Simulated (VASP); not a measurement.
# MnO (Fm-3m) in VASP: single point with r2SCAN+U

Aim: the single point of MnO with r2SCAN+U.

All numbers are computed with VASP 6.6.1; they aren't measurements. Logs are shortened: lines on timing, memory, paths and dates and some standing lists are left out, and cuts for length are marked.

## (1) The cell of the first run

The structure is cubic, space group Fm-3m (No. 225). Conventional cell: a = 4.444 Å, b = 4.444 Å, c = 4.444 Å, α = 90.00°, β = 90.00°, γ = 90.00°. Within 2.9 Å of Mn (site symmetry m-3m) lie 6 O at 2.22 Å. O (site symmetry m-3m) has 6 Mn at 2.22 Å within 2.9 Å.

## (2) Single point, r2SCAN+U, collinear spin, ferromagnetic start

File POSCAR:

```
MnO
1.0
    0.0000000000      2.2220003300      2.2220003300
    2.2220003300      0.0000000000      2.2220003300
    2.2220003300      2.2220003300      0.0000000000
Mn O
1 1
Direct
    0.0000000000      0.0000000000      0.0000000000
    0.5000000000      0.5000000000      0.5000000000
```

File INCAR.step1:

```
SYSTEM = MnO
PREC = Accurate
ENCUT = 770
ISMEAR = 0
SIGMA = 0.05
LREAL = .False.
LASPH = .True.
NELM = 200
ISPIN = 2
MAGMOM = 5 0
LMAXMIX = 4
LDAU = .True.
LDAUTYPE = 1
LDAUL = 2 -1
LDAUU = 2 0
LDAUJ = 0.9 0
NBANDS = 22
GGA = PE
ALGO = Normal
EDIFF = 1E-5
LWAVE = .True.
LCHARG = .False.
GGA_COMPAT = .False.
```

File INCAR.step2:

```
SYSTEM = MnO
PREC = Accurate
ENCUT = 770
EDIFF = 1E-6
ISMEAR = 0
SIGMA = 0.05
LREAL = .False.
LASPH = .True.
NELM = 200
ALGO = Normal
ISIF = 2
LWAVE = .False.
LCHARG = .True.
ISPIN = 2
MAGMOM = 5 0
LORBIT = 11
LMAXMIX = 4
LDAU = .True.
LDAUTYPE = 1
LDAUL = 2 -1
LDAUU = 2 0
LDAUJ = 0.9 0
LDAUPRINT = 1
METAGGA = R2SCAN
LMIXTAU = .True.
LELF = .True.
LVHAR = .True.
NBANDS = 22
ISTART = 1
GGA_COMPAT = .False.
```

File KPOINTS:

```
Automatic mesh
0
Gamma
  7 7 7
  0 0 0
```

Potentials or basis: VASP PAW PBE potentials, release 64 (Mn_sv, O).

Run with:

```console
> cat potpaw_PBE.64/Mn_sv/POTCAR potpaw_PBE.64/O/POTCAR > POTCAR
> cp INCAR.step1 INCAR
> mpirun -np 1 vasp_std > vasp.out
> cp INCAR.step2 INCAR
> mpirun -np 1 vasp_std > vasp.out
```

OUTCAR:

```text
SYSTEM = MnO
   PREC = Accurate
   ENCUT = 770
   EDIFF = 1E-6
   ISMEAR = 0
   LREAL = .False.
   LASPH = .True.
   NELM = 200
   ISIF = 2
   ISPIN = 2
   LORBIT = 11
   METAGGA = R2SCAN
   ISTART = 1

 ion  position               nearest neighbor table
   1  0.000  0.000  0.000-   2 2.22   2 2.22   2 2.22   2 2.22   2 2.22   2 2.22
   2  0.500  0.500  0.500-   1 2.22   1 2.22   1 2.22   1 2.22   1 2.22   1 2.22

  LATTYP: Found a face centered cubic cell.
 ALAT       =     4.4440006600

  Lattice vectors:

 A1 = (   0.0000000000,   2.2220003300,   2.2220003300)
 A2 = (   2.2220003300,   0.0000000000,   2.2220003300)
 A3 = (   2.2220003300,   2.2220003300,   0.0000000000)

Analysis of symmetry for initial positions (statically):
=====================================================================
 Subroutine PRICEL returns:
 Original cell was already a primitive cell.

 Routine SETGRP: Setting up the symmetry group for a
 face centered cubic supercell.

 Subroutine GETGRP returns: Found 48 space group operations
 (whereof 48 operations were pure point group operations)
 out of a pool of 48 trial point group operations.

The static configuration has the point symmetry O_h .

Analysis of symmetry for dynamics (positions and initial velocities):
=====================================================================
 Subroutine PRICEL returns:
 Original cell was already a primitive cell.

 Routine SETGRP: Setting up the symmetry group for a
 face centered cubic supercell.

 Subroutine GETGRP returns: Found 48 space group operations
 (whereof 48 operations were pure point group operations)
 out of a pool of 48 trial point group operations.

The dynamic configuration has the point symmetry O_h .

Analysis of structural, dynamic, and magnetic symmetry:
=====================================================================
 Subroutine PRICEL returns:
 Original cell was already a primitive cell.

 Routine SETGRP: Setting up the symmetry group for a
 face centered cubic supercell.

 Subroutine GETGRP returns: Found 48 space group operations
 (whereof 48 operations were pure point group operations)
 out of a pool of 48 trial point group operations.

The overall configuration has the point symmetry O_h .

 Subroutine INISYM returns: Found 48 space group operations
 (whereof 48 operations are pure point group operations),
 and found     1 'primitive' translations
[... 159 lines left out ...]
  o =  0.9026  v =  1.0000  0.0000  0.0000  0.0000  0.0000  0.0000  0.0000  0.0000  0.0000  0.0000      0.0000  0.0000  0.0000  0.0000  0.0000  0.0000  0.0000  0.0000  0.0000  0.0000
  o =  0.9026  v =  0.0000 -0.9413  0.0000  0.3375 -0.0000  0.0000  0.0000  0.0000  0.0000  0.0000      0.0000  0.0000  0.0000  0.0000  0.0000  0.0000  0.0000  0.0000  0.0000  0.0000
  o =  0.9026  v =  0.0000  0.3375 -0.0000  0.9413  0.0000  0.0000  0.0000  0.0000  0.0000  0.0000      0.0000  0.0000  0.0000  0.0000  0.0000  0.0000  0.0000  0.0000  0.0000  0.0000
  o =  0.9358  v =  0.0000  0.0000  1.0000  0.0000 -0.0063  0.0000  0.0000  0.0000  0.0000  0.0000      0.0000  0.0000  0.0000  0.0000  0.0000  0.0000  0.0000  0.0000  0.0000  0.0000
  o =  0.9358  v =  0.0000  0.0000 -0.0063  0.0000 -1.0000  0.0000  0.0000  0.0000  0.0000  0.0000      0.0000  0.0000  0.0000  0.0000  0.0000  0.0000  0.0000  0.0000  0.0000  0.0000

 number of electron      21.0000009 magnetization       4.9999982

 Free energy of the ion-electron system (eV)
  ---------------------------------------------------
  ext. energy  EPLUGINS =         0.00000000
  ---------------------------------------------------
  free energy    TOTEN  =       -24.25872808 eV

  energy without entropy =      -24.25872801  energy(sigma->0) =      -24.25872805

 E-fermi :   8.8745     XC(G=0): -12.5311

 val. band max:        8.7176124222   @ k =   0.4286   0.0000   0.0000
 cond. band min:       9.0087662541   @ k =   0.0000   0.0000   0.0000
 fundamental gap:      0.2911538319
 Fermi energy:         8.8745038797

 spin component 1

 k-point     1 :       0.0000    0.0000    0.0000
  band No.  band energies     occupation
      1     -76.0161      1.00000
      2     -43.5112      1.00000
      3     -43.5112      1.00000
      4     -43.5112      1.00000
      5     -12.1322      1.00000
      6       5.1155      1.00000
[... 489 lines left out ...]
     21      36.5664      0.00000
     22      37.0393      0.00000
 Fermi energy:         8.8745038797

 spin component 2

 k-point     1 :       0.0000    0.0000    0.0000
  band No.  band energies     occupation
      1     -69.5186      1.00000
      2     -37.0399      1.00000
      3     -37.0399      1.00000
      4     -37.0399      1.00000
      5     -11.6468      1.00000
      6       5.8062      1.00000
[... 489 lines left out ...]
     21      37.7692      0.00000
     22      38.8081      0.00000

------------------------ aborting loop because EDIFF is reached ----------------------------------------

  FORCE on cell =-STRESS in cart. coord.  units (eV):
  Direction    XX          YY          ZZ          XY          YZ          ZX
  --------------------------------------------------------------------------------------
  -------------------------------------------------------------------------------------
  Total        0.1095022      0.1095022      0.1095022     -0.0000000      0.0000000     -0.0000000
  in kB        7.9959714      7.9959714      7.9959714     -0.0000000      0.0000000     -0.0000000
  external PRESSURE =       7.9959714 kB  Pullay stress =       0.0000000 kB

 VOLUME and BASIS-vectors are now :
 -----------------------------------------------------------------------------
  energy-cutoff  :      770.00
  volume of cell :       21.94
      direct lattice vectors                 reciprocal lattice vectors
     0.000000000  2.222000330  2.222000330    -0.225022469  0.225022469  0.225022469
     2.222000330  0.000000000  2.222000330     0.225022469 -0.225022469  0.225022469
     2.222000330  2.222000330  0.000000000     0.225022469  0.225022469 -0.225022469

 POSITION                                       TOTAL-FORCE (eV/Angst)
 -----------------------------------------------------------------------------------
      0.00000      0.00000      0.00000         0.000000      0.000000     -0.000000
      2.22200      2.22200      2.22200         0.000000      0.000000      0.000000
 -----------------------------------------------------------------------------------
    total drift:                                0.000000      0.000000      0.000000

  FREE ENERGIE OF THE ION-ELECTRON SYSTEM (eV)
  ---------------------------------------------------
  free  energy   TOTEN  =       -24.2587280802 eV

  energy  without entropy=      -24.2587280148  energy(sigma->0) =      -24.25872805

 total charge

# of ion       s       p       d       tot
------------------------------------------
    1        2.107   6.022   4.719  12.848
    2        1.553   3.482   0.000   5.035
--------------------------------------------------
tot          3.661   9.504   4.719  17.883

 magnetization (x)

# of ion       s       p       d       tot
------------------------------------------
    1        0.024   0.013   4.404   4.442
    2        0.030   0.181   0.000   0.211
--------------------------------------------------
tot          0.055   0.194   4.404   4.653
```

OUTCAR.step1:

```text
SYSTEM = MnO
   PREC = Accurate
   ENCUT = 770
   ISMEAR = 0
   LREAL = .False.
   LASPH = .True.
[... 1238 lines left out ...]
      0.00000      0.00000      0.00000         0.000000     -0.000000      0.000000
      2.22200      2.22200      2.22200        -0.000000      0.000000     -0.000000
 -----------------------------------------------------------------------------------
    total drift:                                0.000000      0.000000      0.000000

  FREE ENERGIE OF THE ION-ELECTRON SYSTEM (eV)
  ---------------------------------------------------
  free  energy   TOTEN  =       -16.0938000180 eV

  energy  without entropy=      -16.0927849601  energy(sigma->0) =      -16.09329249
```

Wall time 63 s (1 thread of Intel Xeon Platinum 8559C (Emerald Rapids), shared host); peak memory 0.19 GiB.

Results:

| Property | Result |
| --- | --- |
| Free energy | -24.2587 eV |
| Pressure | 0.8 GPa |
| Band gap on the k mesh | 0.29 eV (least direct gap 3.03 eV) |
| Net moment | 5.00 μB per cell |
| Site moments | Mn +4.44; O +0.21 μB |
| Valence electrons inside the program's atomic spheres | Mn 12.85; O 5.04 |

Eigenvalues of the final occupation matrices:
```tsv
site	spin	trace	eigenvalues
site 1 d	1	4.58	0.90 0.90 0.90 0.94 0.94
site 1 d	2	0.16	0.01 0.01 0.01 0.06 0.06
```

Caveat: the PAW data sets were made with another functional, which shifts forces and pressure a little; an odd mesh through Γ misses points on the zone boundary, where band edges can lie; a cell with one magnetic atom can't hold antiferromagnetic order, which such compounds often take.
